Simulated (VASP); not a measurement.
# Sn: single point with PBEsol

Sn:

```
Sn
1.0
     0.00000    3.23334    3.23334
     3.23334    0.00000    3.23334
     3.23334    3.23334    0.00000
Sn
2
Direct
  0.75000 0.75000 0.75000
  0.50000 0.50000 0.50000
```

```json
{"Program": "VASP 6.6.1", "Task": "single point", "Functional": "PBEsol", "Potentials or basis": "VASP PAW PBE potentials, release 64 (Sn_d)", "Cutoff": "500 eV", "k mesh": "5 × 5 × 5", "Occupations": "fermi-dirac, width 0.05 eV", "Spin": "no spin polarisation"}
```

```yaml
Pressure: 1.7 GPa
Band_gap_on_the_k_mesh: zero (band 14 reaches 5.70 eV, above the bottom of band 15 at 5.64 eV)
```

Levels at points of the mesh, in eV from the Fermi level:
```csv
k point,band 11,band 12,band 13,band 14,band 15,band 16,band 17,band 18
"(0.00, 0.00, 0.00)",-10.66,-0.58,0.13,0.13,0.13,2.19,2.19,2.19
```

Wall time 16 s on 1 thread of Intel Xeon 6975P-C, on a shared host, peak memory 0.2 GiB.

Caveat: the PAW data sets were made with another functional, which shifts forces and pressure a little; spin-orbit coupling is left out, which moves the levels of the heavy elements.
